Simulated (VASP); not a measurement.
# K (I4/mmm) in VASP: a series of runs

The runs below take K through single point, with PBEsol.

Everything below comes from runs of VASP 6.6.1. Logs are shortened: lines on timing, memory, paths and dates and some standing lists are left out, and cuts for length are marked.

## Step 1: The cell of the first run

It takes space group I4/mmm (No. 139, tetragonal). The conventional cell has a = 5.236 Å, b = 5.236 Å, c = 5.131 Å, α = 90.00°, β = 90.00°, γ = 90.00°.

## Step 2: Single point, PBEsol (strain -0.0200 x Voigt [0, 1, 0, 0, 0, 0])

INCAR

```
SYSTEM = K
  PREC = Accurate
  ENCUT = 520
  EDIFF = 1E-6
  ISMEAR = 0
  SIGMA = 0.15
  LREAL = .FALSE.
  LASPH = .TRUE.
  NELM = 100
  ALGO = Fast
  ISIF = 2
  LWAVE = .FALSE.
  LCHARG = .FALSE.
  GGA = PS
  NBANDS = 10
```

KPOINTS

```
Automatic mesh
0
G
  14 14 14
  0 0 0
```

POSCAR

```
K
1.0
   -2.6180000000      2.5656400000      2.6180000000
    2.6180000000     -2.5656400000      2.6180000000
    2.6180000000      2.5656400000     -2.6180000000
K
1
Direct
    0.0000000000      0.0000000000      0.0000000000
```

Potentials or basis: VASP PAW PBE potentials, release 64 (K_sv).

Launch:

```sh
$ cat potpaw_PBE.64/K_sv/POTCAR > POTCAR
$ mpirun -np 1 vasp_std > vasp.out
```

OUTCAR:

```text
SYSTEM = K
   PREC = Accurate
   ENCUT = 520
   EDIFF = 1E-6
   ISMEAR = 0
   LREAL = .FALSE.
   LASPH = .TRUE.
   NELM = 100
   ISIF = 2
   GGA = PS

 ion  position               nearest neighbor table
   1  0.000  0.000  0.000-

  LATTYP: Found a body centered tetragonal cell.
 ALAT       =     5.2360000000
 C/A-ratio  =     0.9800000000

  Lattice vectors:

 A1 = (  -2.6180000000,  -2.5656400000,   2.6180000000)
 A2 = (   2.6180000000,  -2.5656400000,  -2.6180000000)
 A3 = (   2.6180000000,   2.5656400000,   2.6180000000)

Analysis of symmetry for initial positions (statically):
=====================================================================
 Subroutine PRICEL returns:
 Original cell was already a primitive cell.

 Routine SETGRP: Setting up the symmetry group for a
 body centered tetragonal supercell.

 Subroutine GETGRP returns: Found 16 space group operations
 (whereof 16 operations were pure point group operations)
 out of a pool of 16 trial point group operations.

The static configuration has the point symmetry D_4h.

Analysis of symmetry for dynamics (positions and initial velocities):
=====================================================================
 Subroutine PRICEL returns:
 Original cell was already a primitive cell.

 Routine SETGRP: Setting up the symmetry group for a
 body centered tetragonal supercell.

 Subroutine GETGRP returns: Found 16 space group operations
 (whereof 16 operations were pure point group operations)
 out of a pool of 16 trial point group operations.

The dynamic configuration has the point symmetry D_4h.

 Subroutine INISYM returns: Found 16 space group operations
 (whereof 16 operations are pure point group operations),
 and found     1 'primitive' translations

----------------------------------------------------------------------------------------

                                     Primitive cell

  volume of cell :      70.3388

  direct lattice vectors                    reciprocal lattice vectors
    -2.618000000  2.565640000  2.618000000     0.000000000  0.194883148  0.190985485
     2.618000000 -2.565640000  2.618000000     0.190985485  0.000000000  0.190985485
     2.618000000  2.565640000 -2.618000000     0.190985485  0.194883148  0.000000000

  length of vectors
     4.504481836  4.504481836  4.504481836     0.272864246  0.270094263  0.272864246

  position of ions in fractional coordinates (direct lattice)
     0.000000000  0.000000000  0.000000000

  ion indices of the primitive-cell ions
   primitive index   ion index
                 1           1

----------------------------------------------------------------------------------------

 KPOINTS: Automatic mesh

Automatic generation of k-mesh.
 Grid dimensions read from file:
 generate k-points for:   14   14   14

 Generating k-lattice:

  Cartesian coordinates                     Fractional coordinates (reciprocal lattice)
     0.000000000  0.013920225  0.013641820     0.071428571  0.000000000  0.000000000
     0.013641820  0.000000000  0.013641820     0.000000000  0.071428571  0.000000000
     0.013641820  0.013920225  0.000000000     0.000000000  0.000000000  0.071428571

  Length of vectors
     0.019490303  0.019292447  0.019490303

  Shift w.r.t. Gamma in fractional coordinates (k-lattice)
     0.000000000  0.000000000  0.000000000

 Subroutine IBZKPT returns following result:
 ===========================================

 Found    244 irreducible k-points:

 Following reciprocal coordinates:
            Coordinates               Weight
  0.000000  0.000000  0.000000      1.000000
  0.071429  0.000000  0.000000      8.000000
  0.142857  0.000000 -0.000000      8.000000
  0.214286  0.000000 -0.000000      8.000000
  0.285714  0.000000 -0.000000      8.000000
  0.357143  0.000000 -0.000000      8.000000
[... 16 lines left out ...]
  0.071429  0.142857 -0.000000     16.000000
  0.142857  0.142857 -0.000000     16.000000
 [... further k-points ...]
   k-points           NKPTS =    244   k-points in BZ     NKDIM =    244   number of bands    NBANDS=     10
   number of dos      NEDOS =    301   number of ions     NIONS =      1
   total plane-waves  NPLWV =  46656
   dimension x,y,z NGX =    36 NGY =   36 NGZ =   36
   dimension x,y,z NGXF=    72 NGYF=   72 NGZF=   72
   ions per type =               1
   NGX,Y,Z   is equivalent  to a cutoff of  13.29, 13.29, 13.29 a.u.
   NGXF,Y,Z  is equivalent  to a cutoff of  26.57, 26.57, 26.57 a.u.
 SYSTEM =  K
   PREC   = accura    normal or accurate (medium, high low for compatibility)
   ISTART =      0    job   : 0-new  1-cont  2-samecut
   ICHARG =      2    charge: 1-file 2-atom 10-const
   ISPIN  =      1    spin polarized calculation?
   LNONCOLLINEAR =      F non collinear calculations
   LSORBIT =      F    spin-orbit coupling
   LASPH  =      T    aspherical Exc in radial PAW
   ENCUT  =  520.0 eV  38.22 Ry    6.18 a.u.   8.38  8.38  8.38*2*pi/ulx,y,z
   NELM   =    100;   NELMIN=  2; NELMDL= -5     # of ELM steps
   EDIFF  = 0.1E-05   stopping-criterion for ELM
   LREAL  =      F    real-space projection
[... 7 lines left out ...]
   TEBEG  =    0.0;   TEEND  =   0.0 temperature during run
   PSTRESS=    0.0 pullay stress
   NELECT =       9.0000    total number of electrons
   NUPDOWN=      -1.0000    fix difference up-down
   EMIN   =  10.00;   EMAX   =-10.00  energy-range for DOS
   EFERMI =   0.00;   METHOD = LEGACY
   ISMEAR =     0;   SIGMA  =   0.15  broadening in eV -4-tet -1-fermi 0-gaus
   EFERMI_NEDOS =   21; number of points for ismear=-14 and -15
   IALGO  =     68    algorithm
   IMIX   =      4    mixing-type and parameters
     AMIX     =   0.40;   BMIX     =  1.00
     AMIX_MAG =   1.60;   BMIX_MAG =  1.00
  volume/ion in A,a.u.               =      70.34       474.67
  Fermi-wavevector in a.u.,A,eV,Ry     =   0.824943  1.558916  9.259188  0.680531
  Thomas-Fermi vector in A             =   1.936716
   LORBIT       =      0    0 simple, 1 ext, 2 COOP (PROOUT), +10 PAW based schemes
   GGA     = PS    functional components
   LHFCALC =     F    Hartree Fock is set to
   AEXX    =    0.0000 exact exchange contribution
   IVDW    =     0    specifies the selected vdW correction
   LEPSILON=     F    determine dielectric tensor
   LRPA    =     F    only Hartree local field effects (RPA)
 non-spin polarized calculation
 RMM-DIIS sequential band-by-band and
 Gauss-broadening in eV      SIGMA  =   0.15
  energy-cutoff  :      520.00
  volume of cell :       70.34
 maximum number of plane-waves:      1918
 NGX is ok and might be reduce to    36
   NGX = 17   NGY = 17   NGZ = 17

 number of electron       8.9999999 magnetization

 Free energy of the ion-electron system (eV)
  ---------------------------------------------------
  ext. energy  EPLUGINS =         0.00000000
  ---------------------------------------------------
  free energy    TOTEN  =        -1.13764096 eV

  energy without entropy =       -1.12906049  energy(sigma->0) =       -1.13335072

 E-fermi :  -0.0708     XC(G=0):  -5.8087

 val. band max:       -0.0714876800   @ k =   0.0714   0.3571   0.0714
 cond. band min:      -0.0660722012   @ k =   0.5000   0.2143  -0.0000
 fundamental gap:      0.0054154788
 Fermi energy:        -0.0708497366

 k-point     1 :       0.0000    0.0000    0.0000
  band No.  band energies     occupation
      1     -32.0357      2.00000
      2     -15.5422      2.00000
      3     -15.5421      2.00000
      4     -15.5421      2.00000
      5      -2.2927      2.00000
      6       4.2000      0.00000
      7       4.3049      0.00000
      8       4.3049      0.00000
      9       5.1478      0.00000
     10       5.2869      0.00000

 k-point     2 :       0.0714    0.0000    0.0000
  band No.  band energies     occupation
      1     -32.0354      2.00000
      2     -15.5462      2.00000
      3     -15.5434      2.00000
      4     -15.5421      2.00000
      5      -2.2263      2.00000
      6       4.1477      0.00000
      7       4.2111      0.00000
      8       4.3209      0.00000
      9       5.0832      0.00000
     10       5.2032      0.00000

 k-point     3 :       0.1429    0.0000   -0.0000
  band No.  band energies     occupation
      1     -32.0347      2.00000
      2     -15.5575      2.00000
      3     -15.5472      2.00000
      4     -15.5422      2.00000
      5      -2.0294      2.00000
      6       3.8394      0.00000
      7       3.9385      0.00000
      8       4.4673      0.00000
      9       4.9891      0.00000
     10       5.1470      0.00000

 k-point     4 :       0.2143    0.0000   -0.0000
  band No.  band energies     occupation
      1     -32.0337      2.00000
      2     -15.5738      2.00000
      3     -15.5527      2.00000
      4     -15.5423      2.00000
      5      -1.7090      2.00000
      6       3.2463      0.00000
      7       3.6744      0.00000
      8       4.7254      0.00000
      9       5.0299      0.00000
     10       5.1360      0.00000
[... 222 lines left out ...]
 k-point    22 :       0.0000    0.1429    0.0000
  band No.  band energies     occupation
      1     -32.0347      2.00000
      2     -15.5575      2.00000
      3     -15.5471      2.00000
      4     -15.5419      2.00000
      5      -2.0347      2.00000
      6       3.7559      0.00000
      7       4.0159      0.00000
      8       4.5202      0.00000
      9       4.8958      0.00000
     10       5.2248      0.00000

 k-point    23 :       0.0714    0.1429   -0.0000
  band No.  band energies     occupation
      1     -32.0341      2.00000
      2     -15.5675      2.00000
      3     -15.5493      2.00000
      4     -15.5433      2.00000
      5      -1.8437      2.00000
      6       3.4618      0.00000
      7       3.7914      0.00000
      8       4.6536      0.00000
      9       4.8213      0.00000
     10       5.3157      0.00000

 k-point    24 :       0.1429    0.1429   -0.0000
  band No.  band energies     occupation
      1     -32.0331      2.00000
      2     -15.5807      2.00000
      3     -15.5533      2.00000
      4     -15.5455      2.00000
      5      -1.5308      2.00000
      6       3.0860      0.00000
      7       3.4198      0.00000
      8       4.7933      0.00000
      9       4.8565      0.00000
     10       5.4670      0.00000

 [... further k-points ...]
[... 5 lines left out ...]
  --------------------------------------------------------------------------------------
  -------------------------------------------------------------------------------------
  Total        0.0081225      0.0168753      0.0081225     -0.0000000      0.0000000      0.0000000
  in kB        0.1850146      0.3843857      0.1850146     -0.0000000      0.0000000      0.0000000
  external PRESSURE =       0.2514716 kB  Pullay stress =       0.0000000 kB

 VOLUME and BASIS-vectors are now :
 -----------------------------------------------------------------------------
  energy-cutoff  :      520.00
  volume of cell :       70.34
      direct lattice vectors                 reciprocal lattice vectors
    -2.618000000  2.565640000  2.618000000     0.000000000  0.194883148  0.190985485
     2.618000000 -2.565640000  2.618000000     0.190985485  0.000000000  0.190985485
     2.618000000  2.565640000 -2.618000000     0.190985485  0.194883148  0.000000000

 POSITION                                       TOTAL-FORCE (eV/Angst)
 -----------------------------------------------------------------------------------
      0.00000      0.00000      0.00000        -0.000000      0.000000     -0.000000
 -----------------------------------------------------------------------------------
    total drift:                               -0.000000      0.000000      0.000000

  FREE ENERGIE OF THE ION-ELECTRON SYSTEM (eV)
  ---------------------------------------------------
  free  energy   TOTEN  =        -1.1376409589 eV

  energy  without entropy=       -1.1290604902  energy(sigma->0) =       -1.13335072
```

It took 4.1 min on 1 thread of Intel Xeon 8259CL, shared host; peak memory 0.32 GiB.

Results:

```
Free energy            : -1.1376 eV
Pressure               : 0.0 GPa
Band gap on the k mesh : zero (an odd number of electrons rules out a gap without spin polarisation)
```

Levels at points of the mesh, in eV from the Fermi level:
```
           k point  band 2  band 3  band 4  band 5  band 6  band 7  band 8  band 9
(0.00, 0.00, 0.00)  -15.47  -15.47  -15.47   -2.22    4.27    4.38    4.38    5.22
(0.50, 0.00, 0.00)  -15.55  -15.50  -15.47    0.46    0.73    3.14    4.99    5.86
(0.00, 0.50, 0.00)  -15.55  -15.50  -15.47    0.41    0.68    3.26    4.92    5.79
(0.50, 0.50, 0.50)  -15.53  -15.53  -15.53    1.62    1.69    3.51    3.51    3.75
```

Caveat: the cell differs from its parent crystal (strain -0.0200 x Voigt [0, 1, 0, 0, 0, 0]); the PAW data sets were made with another functional, which shifts forces and pressure a little.

## Step 3: Single point, PBEsol (strain -0.0150 x Voigt [0, 1, 0, 0, 0, 0])

INCAR

```
PREC = Accurate
ENCUT = 520
EDIFF = 1E-6
ISMEAR = 0
SIGMA = 0.15
LREAL = F
LASPH = T
NELM = 80
ALGO = Fast
ISIF = 2
LWAVE = F
LCHARG = T
GGA = PS
LELF = T
LVHAR = T
NBANDS = 10
```

KPOINTS

```
Automatic mesh
0
Gamma
  14 14 14
```

POSCAR

```
K
1.0
   -2.6180000000      2.5787300000      2.6180000000
    2.6180000000     -2.5787300000      2.6180000000
    2.6180000000      2.5787300000     -2.6180000000
K
1
Direct
    0.0000000000      0.0000000000      0.0000000000
```

Potentials or basis: VASP PAW PBE potentials, release 64 (K_sv).

Launch:

```sh
$ cat potpaw_PBE.64/K_sv/POTCAR > POTCAR
$ mpirun -np 1 vasp_std > vasp.out
```

OUTCAR:

```text
PREC = Accurate
   ENCUT = 520
   EDIFF = 1E-6
   ISMEAR = 0
   LREAL = F
   LASPH = T
   NELM = 80
   ISIF = 2
   GGA = PS

 ion  position               nearest neighbor table
   1  0.000  0.000  0.000-

  LATTYP: Found a body centered tetragonal cell.
 ALAT       =     5.2360000000
 C/A-ratio  =     0.9850000000

  Lattice vectors:

 A1 = (  -2.6180000000,  -2.5787300000,   2.6180000000)
 A2 = (   2.6180000000,  -2.5787300000,  -2.6180000000)
 A3 = (   2.6180000000,   2.5787300000,   2.6180000000)

[... 483 lines left out ...]
      2     -15.5949      2.00000
      3     -15.5679      2.00000
      4     -15.5603      2.00000
      5      -1.5365      2.00000
      6       3.0756      0.00000
      7       3.3995      0.00000
      8       4.7816      0.00000
      9       4.8285      0.00000
     10       5.4445      0.00000

 [... further k-points ...]
[... 5 lines left out ...]
  --------------------------------------------------------------------------------------
  -------------------------------------------------------------------------------------
  Total        0.0005003      0.0068837      0.0005003      0.0000000     -0.0000000      0.0000000
  in kB        0.0113381      0.1560019      0.0113381      0.0000000     -0.0000000      0.0000000
  external PRESSURE =       0.0595593 kB  Pullay stress =       0.0000000 kB

 VOLUME and BASIS-vectors are now :
 -----------------------------------------------------------------------------
  energy-cutoff  :      520.00
  volume of cell :       70.70
      direct lattice vectors                 reciprocal lattice vectors
    -2.618000000  2.578730000  2.618000000     0.000000000  0.193893894  0.190985485
     2.618000000 -2.578730000  2.618000000     0.190985485  0.000000000  0.190985485
     2.618000000  2.578730000 -2.618000000     0.190985485  0.193893894  0.000000000

 POSITION                                       TOTAL-FORCE (eV/Angst)
 -----------------------------------------------------------------------------------
      0.00000      0.00000      0.00000         0.000000      0.000000      0.000000
 -----------------------------------------------------------------------------------
    total drift:                               -0.000000      0.000000      0.000000

  FREE ENERGIE OF THE ION-ELECTRON SYSTEM (eV)
  ---------------------------------------------------
  free  energy   TOTEN  =        -1.1377258922 eV

  energy  without entropy=       -1.1291303349  energy(sigma->0) =       -1.13342811
```

stdout:

```text
POSCAR found type information on POSCAR K
 POSCAR found :  1 types and       1 ions
 scaLAPACK will be used
 -----------------------------------------------------------------------------
|                                                                             |
|                                                                             |
|     You enforced a specific xc type in the INCAR file but a different       |
|     I HOPE YOU KNOW WHAT YOU ARE DOING!                                     |
|                                                                             |
 -----------------------------------------------------------------------------

 LDA part: xc-table for (Slater+PW92), standard interpolation
 POSCAR, INCAR and KPOINTS ok, starting setup
 FFT: planning ... GRIDC
 FFT: planning ... GRID_SOFT
 FFT: planning ... GRID
 WAVECAR not read
 entering main loop
WARNING in EDDRMM: call to ZHEGV failed, returncode =   6  3      6
WARNING in EDDRMM: call to ZHEGV failed, returncode =   6  3      7
WARNING in EDDRMM: call to ZHEGV failed, returncode =   8  4      5
WARNING in EDDRMM: call to ZHEGV failed, returncode =   6  3      6
```

Run time: 4.6 min. Hardware: 1 thread of Intel Xeon 8259CL, shared host; peak memory 0.32 GiB.

Results:

| Property | Result |
| --- | --- |
| Free energy | -1.1377 eV |
| Pressure | 0.0 GPa |
| Band gap on the k mesh | zero (an odd number of electrons rules out a gap without spin polarisation) |

Levels at points of the mesh, in eV from the Fermi level:
```tsv
k point	band 3	band 4	band 5	band 6	band 7	band 8
(0.00, 0.00, 0.00)	-15.47	-15.47	-2.21	4.28	4.36	4.36
(0.50, 0.00, 0.00)	-15.50	-15.47	0.45	0.72	3.15	4.98
(0.00, 0.50, 0.00)	-15.50	-15.47	0.42	0.68	3.24	4.92
(0.50, 0.50, 0.50)	-15.53	-15.53	1.63	1.68	3.52	3.52
```

Caveat: the cell differs from its parent crystal (strain -0.0150 x Voigt [0, 1, 0, 0, 0, 0]); the PAW data sets were made with another functional, which shifts forces and pressure a little.

## Step 4: Single point, PBEsol (strain -0.0050 x Voigt [0, 1, 0, 0, 0, 0])

INCAR

```
ALGO = Fast
EDIFF = 1E-6
ENCUT = 520
GGA = PS
ISIF = 2
ISMEAR = 0
LASPH = T
LCHARG = F
LREAL = F
LWAVE = F
NBANDS = 10
NELM = 60
PREC = Accurate
SIGMA = 0.15
```

KPOINTS

```
k-points
0
Gamma
  14 14 14
```

POSCAR

```
K
1.0
   -2.6180000000      2.6049100000      2.6180000000
    2.6180000000     -2.6049100000      2.6180000000
    2.6180000000      2.6049100000     -2.6180000000
K
1
Direct
    0.0000000000      0.0000000000      0.0000000000
```

Launch:

```sh
$ cat potpaw_PBE.64/K_sv/POTCAR > POTCAR
$ mpirun -np 1 vasp_std > vasp.out
```

It took 4.1 min on 1 thread of Intel Xeon 8259CL, shared host; peak memory 0.32 GiB.

Results (log left out):

* Free energy: -1.1377 eV
* Pressure: 0.0 GPa
* Band gap on the k mesh: zero (an odd number of electrons rules out a gap without spin polarisation)

Levels at points of the mesh, in eV from the Fermi level:
```csv
k point,band 2,band 3,band 4,band 5,band 6,band 7,band 8,band 9
"(0.00, 0.00, 0.00)",-15.48,-15.48,-15.48,-2.20,4.31,4.33,4.33,5.25
"(0.50, 0.00, 0.00)",-15.56,-15.51,-15.48,0.45,0.71,3.16,4.94,5.81
"(0.00, 0.50, 0.00)",-15.56,-15.51,-15.48,0.44,0.69,3.19,4.93,5.79
"(0.50, 0.50, 0.50)",-15.54,-15.54,-15.54,1.65,1.67,3.53,3.53,3.59
```

Caveat: the cell differs from its parent crystal (strain -0.0050 x Voigt [0, 1, 0, 0, 0, 0]); the PAW data sets were made with another functional, which shifts forces and pressure a little.

## Step 5: Summary

```tsv
cell	gap on the mesh (eV)	pressure (GPa)
a = 4.504 Å, angles 108.9, 110.6, 108.9°, 1 atom	none	0.0
a = 4.512 Å, angles 109.1, 110.3, 109.1°, 1 atom	none	0.0
a = 4.527 Å, angles 109.3, 109.7, 109.3°, 1 atom	none	0.0
```

Alike in all rows: task single point; level PBEsol; potentials or basis VASP PAW PBE potentials, release 64 (K_sv); no spin polarisation; k mesh 14 × 14 × 14; cutoff (eV) 520; smearing gaussian 0.15 eV.

Caveats: the PAW data sets were made with another functional, which shifts forces and pressure a little.

Absolute energies hang on the potentials; compare differences alone.
